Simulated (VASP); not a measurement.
Runs of VASP 6.6.1 on CrMo3. Symmetry: Pm-3m, No. 221, cubic system. Conventional cell: a = 3.878 Å, b = 3.878 Å, c = 3.878 Å, α = 90.00°, β = 90.00°, γ = 90.00°. Mo (site symmetry 4/mmm) has 8 Mo at 2.74 Å and 4 Cr at 2.74 Å within 3.6 Å. Within 3.6 Å of Cr (site symmetry m-3m) lie 12 Mo at 2.74 Å. 

| spin | fixed moment (μB) | pressure (GPa) | moment (μB) |
| --- | --- | --- | --- |
| collinear, ferromagnetic start | 0.5 | (a) | 0.50 |
| off | - | 0.3 | - |
| collinear, ferromagnetic start | 3.5 | 5.9 | 3.50 |
| collinear, zero start | 0.0 | 0.3 | 0.00 |
| collinear, ferromagnetic start | 1.5 | 1.9 | 1.50 |

Alike in all rows: task single point; level PBEsol; potentials or basis VASP PAW PBE potentials, release 64 (Mo_sv, Cr_pv); cell as given; k mesh 12 × 12 × 12; cutoff (eV) 520; smearing gaussian 0.1 eV.

Problem. Estimate the missing entries.

Solution. (a) 0.5.

Caveats: the PAW data sets were made with another functional, which shifts forces and pressure a little; the total moment is fixed, so each spin has its own Fermi level and the state may be an excited one (at least some runs); the cell stands under pressure (at least some runs); the total moment is fixed, so each spin has its own Fermi level (at least some runs).
